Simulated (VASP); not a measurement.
# Sc4Al (I4/m) in VASP: a series of runs

Runs on Sc4Al. Level: PBE. Tasks: single point.

Everything below comes from runs of VASP 6.6.1. Logs are shortened: lines on timing, memory, paths and dates and some standing lists are left out, and cuts for length are marked.

## 1. The cell of the first run

It takes space group I4/m (No. 87, tetragonal). Conventional cell: a = 7.132 Å, b = 7.132 Å, c = 4.526 Å, α = 90.00°, β = 90.00°, γ = 90.00°. Sc (site symmetry m) has 9 Sc at 3.12 to 3.23 Å and 3 Al at 3.13 to 3.22 Å within 4.1 Å. Within 4.1 Å of Al (site symmetry 4/m) lie 12 Sc at 3.13 to 3.22 Å.

## 2. Single point, PBE (23.02 Å³/atom)

File INCAR:

```
ALGO = Fast
EDIFF = 1E-7
ENCUT = 520
GGA = PE
ISIF = 2
ISMEAR = 0
LASPH = T
LCHARG = F
LREAL = F
LWAVE = F
NBANDS = 32
NELM = 100
PREC = Accurate
SIGMA = 0.1
```

File KPOINTS:

```
k-points
0
Gamma
  10 10 10
```

File POSCAR:

```
Sc4Al
1.0
   -3.5661491910      3.5661491910      2.2629553798
    3.5661491910     -3.5661491910      2.2629553798
    3.5661491910      3.5661491910     -2.2629553798
Sc Al
4 1
Direct
    0.1984610372      0.3914936252      0.5899546624
    0.6085063748      0.1984610372      0.8069674119
    0.3914936252      0.8015389628      0.1930325881
    0.8015389628      0.6085063748      0.4100453376
    0.0000000000      0.0000000000      0.0000000000
```

Potentials or basis: VASP PAW PBE potentials, release 64 (Sc_sv, Al).

Started as:

```console
$ cat potpaw_PBE.64/Sc_sv/POTCAR potpaw_PBE.64/Al/POTCAR > POTCAR
$ mpirun -np 1 vasp_std > vasp.out
```

OUTCAR:

```text
EDIFF = 1E-7
   ENCUT = 520
   GGA = PE
   ISIF = 2
   ISMEAR = 0
   LASPH = T
   LREAL = F
   NELM = 100
   PREC = Accurate

 ion  position               nearest neighbor table
   1  0.198  0.391  0.590-   4 3.12   4 3.12   5 3.13   3 3.21   2 3.21   3 3.21   2 3.21   5 3.22
                             5 3.22   4 3.23   2 3.23   3 3.23
   2  0.609  0.198  0.807-   3 3.12   3 3.12   5 3.13   4 3.21   1 3.21   4 3.21   1 3.21   5 3.22
                             5 3.22   3 3.23   1 3.23   4 3.23
   3  0.391  0.802  0.193-   2 3.12   2 3.12   5 3.13   1 3.21   4 3.21   1 3.21   4 3.21   5 3.22
                             5 3.22   2 3.23   4 3.23   1 3.23
   4  0.802  0.609  0.410-   1 3.12   1 3.12   5 3.13   2 3.21   3 3.21   2 3.21   3 3.21   5 3.22
                             5 3.22   1 3.23   3 3.23   2 3.23
   5  0.000  0.000  0.000-   1 3.13   4 3.13   3 3.13   2 3.13   3 3.22   2 3.22   4 3.22   1 3.22
                             4 3.22   1 3.22   3 3.22   2 3.22

  LATTYP: Found a body centered tetragonal cell.
 ALAT       =     7.1322983820
 C/A-ratio  =     0.6345655380

  Lattice vectors:

 A1 = (  -3.5661491910,   3.5661491910,   2.2629553798)
 A2 = (   3.5661491910,  -3.5661491910,   2.2629553798)
 A3 = (   3.5661491910,   3.5661491910,  -2.2629553798)

Analysis of symmetry for initial positions (statically):
=====================================================================
 Subroutine PRICEL returns:
 Original cell was already a primitive cell.

 Routine SETGRP: Setting up the symmetry group for a
 body centered tetragonal supercell.

 Subroutine GETGRP returns: Found  8 space group operations
 (whereof  8 operations were pure point group operations)
 out of a pool of 16 trial point group operations.

The static configuration has the point symmetry C_4h.

Analysis of symmetry for dynamics (positions and initial velocities):
=====================================================================
 Subroutine PRICEL returns:
 Original cell was already a primitive cell.

 Routine SETGRP: Setting up the symmetry group for a
 body centered tetragonal supercell.

 Subroutine GETGRP returns: Found  8 space group operations
 (whereof  8 operations were pure point group operations)
 out of a pool of 16 trial point group operations.

The dynamic configuration has the point symmetry C_4h.

 Subroutine INISYM returns: Found  8 space group operations
 (whereof  8 operations are pure point group operations),
 and found     1 'primitive' translations

----------------------------------------------------------------------------------------

                                     Primitive cell

  volume of cell :     115.1158

  direct lattice vectors                    reciprocal lattice vectors
    -3.566149191  3.566149191  2.262955380     0.000000000  0.140207258  0.220950004
     3.566149191 -3.566149191  2.262955380     0.140207258  0.000000000  0.220950004
     3.566149191  3.566149191 -2.262955380     0.140207258  0.140207258  0.000000000

  length of vectors
     5.527730742  5.527730742  5.527730742     0.261681064  0.261681064  0.198283006

  position of ions in fractional coordinates (direct lattice)
     0.198461037  0.391493625  0.589954662
     0.608506375  0.198461037  0.806967412
     0.391493625  0.801538963  0.193032588
     0.801538963  0.608506375  0.410045338
     0.000000000  0.000000000  0.000000000

  ion indices of the primitive-cell ions
   primitive index   ion index
                 1           1
                 2           2
                 3           3
                 4           4
                 5           5

----------------------------------------------------------------------------------------

 KPOINTS: k-points

Automatic generation of k-mesh.
 Grid dimensions read from file:
 generate k-points for:   10   10   10

 Generating k-lattice:

  Cartesian coordinates                     Fractional coordinates (reciprocal lattice)
     0.000000000  0.014020726  0.022095000     0.100000000 -0.000000000  0.000000000
     0.014020726  0.000000000  0.022095000    -0.000000000  0.100000000  0.000000000
     0.014020726  0.014020726  0.000000000     0.000000000  0.000000000  0.100000000

  Length of vectors
     0.026168106  0.026168106  0.019828301

  Shift w.r.t. Gamma in fractional coordinates (k-lattice)
     0.000000000  0.000000000  0.000000000

 Subroutine IBZKPT returns following result:
 ===========================================

 Found    144 irreducible k-points:

 Following reciprocal coordinates:
            Coordinates               Weight
  0.000000  0.000000  0.000000      1.000000
  0.100000 -0.000000  0.000000      8.000000
  0.200000 -0.000000  0.000000      8.000000
  0.300000 -0.000000  0.000000      8.000000
  0.400000 -0.000000  0.000000      8.000000
  0.500000  0.000000  0.000000      4.000000
[... 16 lines left out ...]
  0.200000  0.200000  0.000000      8.000000
  0.300000  0.200000  0.000000      8.000000
 [... further k-points ...]
   k-points           NKPTS =    144   k-points in BZ     NKDIM =    144   number of bands    NBANDS=     32
   number of dos      NEDOS =    301   number of ions     NIONS =      5
   total plane-waves  NPLWV =  74088
   dimension x,y,z NGX =    42 NGY =   42 NGZ =   42
   dimension x,y,z NGXF=    84 NGYF=   84 NGZF=   84
   ions per type =               4   1
   NGX,Y,Z   is equivalent  to a cutoff of  12.63, 12.63, 12.63 a.u.
   NGXF,Y,Z  is equivalent  to a cutoff of  25.26, 25.26, 25.26 a.u.
 SYSTEM =  unknown system
   PREC   = accura    normal or accurate (medium, high low for compatibility)
   ISTART =      0    job   : 0-new  1-cont  2-samecut
   ICHARG =      2    charge: 1-file 2-atom 10-const
   ISPIN  =      1    spin polarized calculation?
   LNONCOLLINEAR =      F non collinear calculations
   LSORBIT =      F    spin-orbit coupling
   LASPH  =      T    aspherical Exc in radial PAW
   ENCUT  =  520.0 eV  38.22 Ry    6.18 a.u.  10.28 10.28 10.28*2*pi/ulx,y,z
   NELM   =    100;   NELMIN=  2; NELMDL= -5     # of ELM steps
   EDIFF  = 0.1E-06   stopping-criterion for ELM
   LREAL  =      F    real-space projection
   EDIFFG = 0.1E-05   stopping-criterion for IOM
   NSW    =      0    number of steps for IOM
   IBRION =     -1    ionic relax: 0-MD 1-quasi-New 2-CG
   NFREE  =      0    steps in history (QN), initial steepest desc. (CG)
   ISIF   =      2    stress and relaxation
   ISYM   =      2    0-nonsym 1-usesym 2-fastsym
   POTIM  = 0.5000    time-step for ionic-motion
   TEBEG  =    0.0;   TEEND  =   0.0 temperature during run
   PSTRESS=    0.0 pullay stress
   NELECT =      47.0000    total number of electrons
   NUPDOWN=      -1.0000    fix difference up-down
   EMIN   =  10.00;   EMAX   =-10.00  energy-range for DOS
   EFERMI =   0.00;   METHOD = LEGACY
   ISMEAR =     0;   SIGMA  =   0.10  broadening in eV -4-tet -1-fermi 0-gaus
   EFERMI_NEDOS =   21; number of points for ismear=-14 and -15
   IALGO  =     68    algorithm
   IMIX   =      4    mixing-type and parameters
     AMIX     =   0.40;   BMIX     =  1.00
     AMIX_MAG =   1.60;   BMIX_MAG =  1.00
  volume/ion in A,a.u.               =      23.02       155.37
  Fermi-wavevector in a.u.,A,eV,Ry     =   1.214495  2.295063 20.068572  1.474998
  Thomas-Fermi vector in A             =   2.349913
   LORBIT       =      0    0 simple, 1 ext, 2 COOP (PROOUT), +10 PAW based schemes
   GGA     = PE    functional components
   LHFCALC =     F    Hartree Fock is set to
   AEXX    =    0.0000 exact exchange contribution
   IVDW    =     0    specifies the selected vdW correction
   LEPSILON=     F    determine dielectric tensor
   LRPA    =     F    only Hartree local field effects (RPA)
 non-spin polarized calculation
 RMM-DIIS sequential band-by-band and
 Gauss-broadening in eV      SIGMA  =   0.10
  energy-cutoff  :      520.00
  volume of cell :      115.12
 maximum number of plane-waves:      3149
 NGX is ok and might be reduce to    42
   NGX = 21   NGY = 21   NGZ = 21

 number of electron      46.9999999 magnetization

 Free energy of the ion-electron system (eV)
  ---------------------------------------------------
  ext. energy  EPLUGINS =         0.00000000
  ---------------------------------------------------
  free energy    TOTEN  =       -29.41741589 eV

  energy without entropy =      -29.37555346  energy(sigma->0) =      -29.39648468

 E-fermi :   4.1967     XC(G=0):  -9.9261

 val. band max:        4.1905185038   @ k =  -0.3000  -0.4000  -0.1000
 cond. band min:       4.1967421780   @ k =   0.4000   0.2000   0.0000
 fundamental gap:      0.0062236742
 Fermi energy:         4.1967267905

 k-point     1 :       0.0000    0.0000    0.0000
  band No.  band energies     occupation
      1     -45.1971      2.00000
      2     -45.1266      2.00000
      3     -45.1161      2.00000
      4     -45.1161      2.00000
      5     -23.9602      2.00000
      6     -23.8924      2.00000
[... 24 lines left out ...]
     31       6.5440      0.00000
     32       6.9298      0.00000

 k-point     2 :       0.1000   -0.0000    0.0000
  band No.  band energies     occupation
      1     -45.1943      2.00000
      2     -45.1280      2.00000
      3     -45.1171      2.00000
      4     -45.1163      2.00000
      5     -23.9679      2.00000
      6     -23.9054      2.00000
[... 24 lines left out ...]
     31       6.5315      0.00000
     32       6.9130      0.00000
[... 733 lines left out ...]
     31       6.3586      0.00000
     32       6.4428      0.00000

 k-point    24 :       0.3000    0.2000    0.0000
  band No.  band energies     occupation
      1     -45.1524      2.00000
      2     -45.1415      2.00000
      3     -45.1360      2.00000
      4     -45.1253      2.00000
      5     -24.0122      2.00000
      6     -23.9497      2.00000
[... 24 lines left out ...]
     31       6.2142      0.00000
     32       6.3505      0.00000

 [... further k-points ...]

------------------------ aborting loop because EDIFF is reached ----------------------------------------

  FORCE on cell =-STRESS in cart. coord.  units (eV):
  Direction    XX          YY          ZZ          XY          YZ          ZX
  --------------------------------------------------------------------------------------
  -------------------------------------------------------------------------------------
  Total       -1.1688052     -1.1688052     -1.1438774     -0.0000003      0.0000000      0.0000000
  in kB      -16.2673840    -16.2673840    -15.9204393     -0.0000046      0.0000000      0.0000000
  external PRESSURE =     -16.1517358 kB  Pullay stress =       0.0000000 kB

 VOLUME and BASIS-vectors are now :
 -----------------------------------------------------------------------------
  energy-cutoff  :      520.00
  volume of cell :      115.12
      direct lattice vectors                 reciprocal lattice vectors
    -3.566149191  3.566149191  2.262955380     0.000000000  0.140207258  0.220950004
     3.566149191 -3.566149191  2.262955380     0.140207258  0.000000000  0.220950004
     3.566149191  3.566149191 -2.262955380     0.140207258  0.140207258  0.000000000

 POSITION                                       TOTAL-FORCE (eV/Angst)
 -----------------------------------------------------------------------------------
      2.79225      1.41548      0.00000        -0.000403      0.002509      0.000000
      1.41548      4.34005      0.00000         0.002509      0.000403     -0.000000
      2.15067     -0.77390      2.26296        -0.002509     -0.000403      0.000000
      0.77390      2.15067      2.26296         0.000403     -0.002509      0.000000
      0.00000      0.00000      0.00000         0.000000      0.000000     -0.000000
 -----------------------------------------------------------------------------------
    total drift:                                0.000000      0.000000     -0.000000

  FREE ENERGIE OF THE ION-ELECTRON SYSTEM (eV)
  ---------------------------------------------------
  free  energy   TOTEN  =       -29.4174158912 eV

  energy  without entropy=      -29.3755534618  energy(sigma->0) =      -29.39648468
```

Run time: 24 min. Hardware: 1 thread of Oxide Virtual Turin-like, shared host; peak memory 0.52 GiB.

Results:

| Property | Result |
| --- | --- |
| Free energy | -29.4174 eV |
| Pressure | -1.6 GPa |
| Band gap on the k mesh | zero (an odd number of electrons rules out a gap without spin polarisation) |

Forces on the atoms (eV/Å):
```
Sc   0.000  0.003  0.000
Sc   0.003  0.000  0.000
Sc  -0.003  0.000  0.000
Sc   0.000 -0.003  0.000
Al   0.000  0.000  0.000
```

Levels at points of the mesh, in eV from the Fermi level:
```tsv
k point	band 22	band 23	band 24	band 25	band 26	band 27
(0.00, 0.00, 0.00)	-0.41	-0.04	-0.04	0.04	0.57	0.57
(0.50, 0.00, 0.00)	-0.60	-0.16	0.10	0.33	0.43	0.94
(0.50, 0.50, 0.00)	-0.45	-0.34	-0.19	0.48	0.60	0.89
(0.50, 0.50, 0.50)	-0.31	-0.24	0.07	0.83	0.83	1.01
```

(Part 1 of 2 ends here.)
